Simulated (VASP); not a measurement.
# Si5H2C5 in VASP: single point with PBEsol

Aim: the single point of Si5H2C5 with PBEsol.

All numbers are computed with VASP 6.6.1; they aren't measurements. Logs are shortened: lines on timing, memory, paths and dates and some standing lists are left out, and cuts for length are marked.

## (1) The cell of the first run

The cell holds a slab with vacuum, 24 atoms: a = 3.081 Å, b = 4.357 Å, c = 29.363 Å, α = 90.00°, β = 90.00°, γ = 90.00°.

## (2) Single point, PBEsol

Contents of INCAR:

```
SYSTEM = Si5H2C5
ALGO = Normal
EDIFF = 1E-6
ENCUT = 520
GGA = PS
ISIF = 2
ISMEAR = -1
LASPH = .True.
LCHARG = .True.
LELF = .True.
LREAL = Auto
LVHAR = .True.
LWAVE = .False.
NBANDS = 60
NELM = 100
PREC = Accurate
SIGMA = 0.05
```

Contents of KPOINTS:

```
k-points
0
Gamma
  6 4 1
  0 0 0
```

Contents of POSCAR:

```
Si5H2C5
1.0
    2.1784270000     -2.1784270000      0.0000000000
    0.0000000000      0.0000000000      4.3568530000
  -20.7630750000    -20.7630750000      0.0000000000
Si C H
10 10 4
Direct
    0.9988450000      0.9978410000      0.6835420000
    0.9988610000      0.9986290000      0.4737920000
    0.9986880000      0.9963210000      0.2645240000
    0.9988300000      0.9987160000      0.5786960000
    0.9988490000      0.9982130000      0.3688940000
    0.4988240000      0.4984040000      0.6311690000
    0.4988620000      0.4986010000      0.4213660000
    0.4989620000      0.4966810000      0.7355370000
    0.4988580000      0.4986690000      0.5262650000
    0.4988270000      0.4975640000      0.3165290000
    0.9987980000      0.2485340000      0.6311620000
    0.9988920000      0.2485670000      0.4213240000
    0.9989690000      0.2544170000      0.7350220000
    0.9988390000      0.2486800000      0.5262480000
    0.9988400000      0.2486660000      0.3164290000
    0.4988200000      0.7486460000      0.5787380000
    0.4988580000      0.7483660000      0.3689060000
    0.4988230000      0.7489520000      0.6836280000
    0.4988490000      0.7486770000      0.4738130000
    0.4986610000      0.7540560000      0.2650450000
    0.9985260000      0.1914220000      0.2220840000
    0.9988810000      0.1096750000      0.7660390000
    0.4990580000      0.6919820000      0.7779550000
    0.4986650000      0.6092330000      0.2340350000
```

Potentials or basis: VASP PAW PBE potentials, release 64 (Si, C, H).

Command:

```sh
$ cat potpaw_PBE.64/Si/POTCAR potpaw_PBE.64/C/POTCAR potpaw_PBE.64/H/POTCAR > POTCAR
$ mpirun -np 1 vasp_std > vasp.out
```

OUTCAR:

```text
SYSTEM = Si5H2C5
   EDIFF = 1E-6
   ENCUT = 520
   GGA = PS
   ISIF = 2
   ISMEAR = -1
   LASPH = .True.
   LREAL = Auto
   NELM = 100
   PREC = Accurate

 ion  position               nearest neighbor table
   1  0.999  0.998  0.684-  13 1.88  18 1.88  18 1.88  11 1.89   8 3.07   8 3.07   8 3.08   6 3.08
                             8 3.08   6 3.08   4 3.08   6 3.08   6 3.08
   2  0.999  0.999  0.474-  19 1.89  19 1.89  14 1.89  12 1.89   5 3.08   7 3.08   7 3.08   4 3.08
                             7 3.08   7 3.08   9 3.08   9 3.08   9 3.08   9 3.08
   3  0.999  0.996  0.265-  21 1.51  20 1.87  20 1.87  15 1.88   5 3.06  10 3.07  10 3.07  10 3.08
                            10 3.08
   4  0.999  0.999  0.579-  14 1.89  11 1.89  16 1.89  16 1.89   1 3.08   6 3.08   6 3.08   9 3.08
                             9 3.08   2 3.08   9 3.08   9 3.08   6 3.08   6 3.08
   5  0.999  0.998  0.369-  17 1.89  17 1.89  12 1.89  15 1.89   3 3.06  10 3.08  10 3.08   7 3.08
                             7 3.08   2 3.08  10 3.08  10 3.08   7 3.08   7 3.08
   6  0.499  0.498  0.631-  11 1.89  11 1.89  16 1.89  18 1.89   8 3.06   1 3.08   1 3.08   4 3.08
                             4 3.08   9 3.08   1 3.08   1 3.08   4 3.08   4 3.08
   7  0.499  0.499  0.421-  17 1.89  19 1.89  12 1.89  12 1.89  10 3.08   5 3.08   5 3.08   2 3.08
                             2 3.08   9 3.08   2 3.08   2 3.08   5 3.08   5 3.08
   8  0.499  0.497  0.736-  23 1.51  13 1.87  13 1.87  18 1.88   6 3.06   1 3.07   1 3.07   1 3.08
                             1 3.08
   9  0.499  0.499  0.526-  19 1.89  14 1.89  14 1.89  16 1.89   4 3.08   7 3.08   4 3.08   6 3.08
                             4 3.08   4 3.08   2 3.08   2 3.08   2 3.08   2 3.08
  10  0.499  0.498  0.317-  20 1.88  15 1.88  15 1.88  17 1.89   3 3.07   3 3.07   5 3.08   5 3.08
                             3 3.08   3 3.08   7 3.08   5 3.08   5 3.08
  11  0.999  0.249  0.631-   6 1.89   4 1.89   6 1.89   1 1.89
  12  0.999  0.249  0.421-   7 1.89   2 1.89   7 1.89   5 1.89
  13  0.999  0.254  0.735-  22 1.11   8 1.87   8 1.87   1 1.88
  14  0.999  0.249  0.526-   4 1.89   9 1.89   9 1.89   2 1.89
  15  0.999  0.249  0.316-   3 1.88  10 1.88  10 1.88   5 1.89
  16  0.499  0.749  0.579-   6 1.89   4 1.89   4 1.89   9 1.89
  17  0.499  0.748  0.369-   7 1.89   5 1.89   5 1.89  10 1.89
  18  0.499  0.749  0.684-   8 1.88   1 1.88   1 1.88   6 1.89
  19  0.499  0.749  0.474-   9 1.89   2 1.89   7 1.89   2 1.89
  20  0.499  0.754  0.265-  24 1.11   3 1.87   3 1.87  10 1.88
  21  0.999  0.191  0.222-   3 1.51
  22  0.999  0.110  0.766-  13 1.11
  23  0.499  0.692  0.778-   8 1.51
  24  0.499  0.609  0.234-  20 1.11

  LATTYP: Found a simple orthorhombic cell.
 ALAT       =     3.0807610080
 B/A-ratio  =     1.4142132378
 C/A-ratio  =     9.5312236765

  Lattice vectors:

 A1 = (   2.1784270000,  -2.1784270000,   0.0000000000)
 A2 = (   0.0000000000,   0.0000000000,   4.3568530000)
 A3 = ( -20.7630750000, -20.7630750000,   0.0000000000)

Analysis of symmetry for initial positions (statically):
=====================================================================
 Subroutine PRICEL returns:
 Original cell was already a primitive cell.
[... 172 lines left out ...]
   IALGO  =     38    algorithm
   IMIX   =      4    mixing-type and parameters
     AMIX     =   0.40;   BMIX     =  1.00
     AMIX_MAG =   1.60;   BMIX_MAG =  1.00
  volume/ion in A,a.u.               =      16.42       110.82
  Fermi-wavevector in a.u.,A,eV,Ry     =   0.977887  1.847939 13.010751  0.956263
  Thomas-Fermi vector in A             =   2.108620
   LORBIT       =      0    0 simple, 1 ext, 2 COOP (PROOUT), +10 PAW based schemes
   GGA     = PS    functional components
   LHFCALC =     F    Hartree Fock is set to
   AEXX    =    0.0000 exact exchange contribution
   IVDW    =     0    specifies the selected vdW correction
   LEPSILON=     F    determine dielectric tensor
   LRPA    =     F    only Hartree local field effects (RPA)
 non-spin polarized calculation
  energy-cutoff  :      520.00
  volume of cell :      394.13
 maximum number of plane-waves:     10716
 NGX is ok and might be reduce to    24
   NGX = 11   NGY = 17   NGZ =109

 number of electron      84.0000001 magnetization

 Free energy of the ion-electron system (eV)
  ---------------------------------------------------
  ext. energy  EPLUGINS =         0.00000000
  ---------------------------------------------------
  free energy    TOTEN  =      -172.22057661 eV

  energy without entropy =     -172.22057656  energy(sigma->0) =     -172.22057659

 E-fermi :   2.7452     XC(G=0):  -6.9050

 val. band max:        1.9858976852   @ k =   0.0000   0.0000   0.0000
 cond. band min:       3.5375508202   @ k =   0.5000   0.0000   0.0000
 fundamental gap:      1.5516531350
 Fermi energy:         2.7451945540

 k-point     1 :       0.0000    0.0000    0.0000
  band No.  band energies     occupation
      1     -13.3291      2.00000
      2     -13.0188      2.00000
      3     -12.5076      2.00000
      4     -11.8157      2.00000
      5     -10.9865      2.00000
      6     -10.0861      2.00000
[... 787 lines left out ...]
     53       7.9849      0.00000
     54       7.9869      0.00000
 [bands above 54 left out]

------------------------ aborting loop because EDIFF is reached ----------------------------------------

  FORCE on cell =-STRESS in cart. coord.  units (eV):
  Direction    XX          YY          ZZ          XY          YZ          ZX
  --------------------------------------------------------------------------------------
  -------------------------------------------------------------------------------------
  Total        1.2443703      1.2204015      1.7952226     -0.7901583      0.0278934      0.0277433
  in kB        5.0585104      4.9610743      7.2977889     -3.2120857      0.1133901      0.1127797
  external PRESSURE =       5.7724579 kB  Pullay stress =       0.0000000 kB

 VOLUME and BASIS-vectors are now :
 -----------------------------------------------------------------------------
  energy-cutoff  :      520.00
  volume of cell :      394.13
      direct lattice vectors                 reciprocal lattice vectors
     2.178427000 -2.178427000  0.000000000     0.229523413 -0.229523413  0.000000000
     0.000000000  0.000000000  4.356853000     0.000000000  0.000000000  0.229523466
   -20.763075000-20.763075000  0.000000000    -0.024081211 -0.024081211  0.000000000

 POSITION                                       TOTAL-FORCE (eV/Angst)
 -----------------------------------------------------------------------------------
    -12.01652    -16.36834      4.34745         0.005207      0.004051      0.003086
     -7.66143    -12.01332      4.35088        -0.003758     -0.003317     -0.000321
     -3.31676     -7.66790      4.34082         0.019538      0.020705      0.002600
     -9.83963    -14.19139      4.35126        -0.006836     -0.004660     -0.005148
     -5.48345     -9.83529      4.34907        -0.006598     -0.005510     -0.008533
    -12.01836    -14.19166      2.17147         0.004165      0.006921     -0.010034
[... 16 lines left out ...]
    -15.06558    -17.23990      3.01486        -0.006275     -0.004598     -0.001584
     -3.77298     -5.94559      2.65434         0.015979      0.016155     -0.022433
 -----------------------------------------------------------------------------------
    total drift:                                0.006847     -0.010538      0.051526

  FREE ENERGIE OF THE ION-ELECTRON SYSTEM (eV)
  ---------------------------------------------------
  free  energy   TOTEN  =      -172.2205766109 eV

  energy  without entropy=     -172.2205765621  energy(sigma->0) =     -172.22057659
```

stdout:

```text
POSCAR found type information on POSCAR SiC H
 POSCAR found :  3 types and      24 ions
 scaLAPACK will be used
 -----------------------------------------------------------------------------
|                                                                             |
|                                                                             |
|     You enforced a specific xc type in the INCAR file but a different       |
|     I HOPE YOU KNOW WHAT YOU ARE DOING!                                     |
|                                                                             |
 -----------------------------------------------------------------------------

 LDA part: xc-table for (Slater+PW92), standard interpolation
 POSCAR, INCAR and KPOINTS ok, starting setup
 FFT: planning ... GRIDC
 FFT: planning ... GRID_SOFT
 FFT: planning ... GRID
 WAVECAR not read
 entering main loop
```

Wall time 19 min (1 thread of AMD EPYC 7R13, shared host); peak memory 0.51 GiB.

What came out:

* Free energy: -172.2206 eV
* Largest force: 0.033 eV/Å
* Band gap on the k mesh: 1.55 eV (least direct gap 1.57 eV)

Forces in eV/Å, atoms in the order of the input:
```
Si   0.005  0.004  0.003
Si  -0.004 -0.003  0.000
Si   0.020  0.021  0.003
Si  -0.007 -0.005 -0.005
Si  -0.007 -0.006 -0.009
Si   0.004  0.007 -0.010
Si   0.003  0.002 -0.002
Si  -0.019 -0.019  0.002
Si  -0.001 -0.001 -0.002
Si  -0.003 -0.004  0.004
C    0.007  0.005  0.009
C    0.000  0.004  0.005
C    0.006  0.011  0.001
C    0.011  0.005  0.005
C    0.008  0.007  0.014
C    0.003  0.001  0.005
C   -0.004 -0.001  0.005
C   -0.009 -0.011  0.013
C   -0.004 -0.008  0.003
C   -0.009 -0.010  0.003
H    0.005  0.004  0.000
H   -0.016 -0.016 -0.024
H   -0.006 -0.005 -0.002
H    0.016  0.016 -0.022
```

Caveat: the PAW data sets were made with another functional, which shifts forces and pressure a little.
